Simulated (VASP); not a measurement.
Input of a VASP 6.6.1 run:

The input INCAR:

```
ALGO     = Normal         # electronic algorithm
EDIFF    = 1E-7           # SCF threshold, eV
ENCUT    = 520            # plane-wave cutoff, eV
GGA      = PE             # functional
ISIF     = 2              # what is computed and relaxed
ISMEAR   = 0              # smearing method
LASPH    = T              # aspherical terms in the spheres
LCHARG   = F              # write CHGCAR
LREAL    = F              # projectors in reciprocal space
LWAVE    = F              # write WAVECAR
NBANDS   = 12             # bands
NELM     = 100            # most SCF steps
PREC     = Accurate       # precision mode
SIGMA    = 0.15           # smearing width, eV
```

File KPOINTS:

```
k-points
0
Gamma
  24 24 24
```

File POSCAR:

```
Ag
1.0
    0.0000000000      2.0735956984      2.0735956984
    2.0735956984      0.0000000000      2.0735956984
    2.0735956984      2.0735956984      0.0000000000
Ag
1
Direct
    0.0000000000      0.0000000000      0.0000000000
```

Potentials or basis: VASP PAW PBE potentials, release 64 (Ag).

Launch:

```sh
$ cat potpaw_PBE.64/Ag/POTCAR > POTCAR
$ mpirun -np 1 vasp_std > vasp.out
```

(1) Estimate the pressure.

Results:

(1) -0.1 GPa.
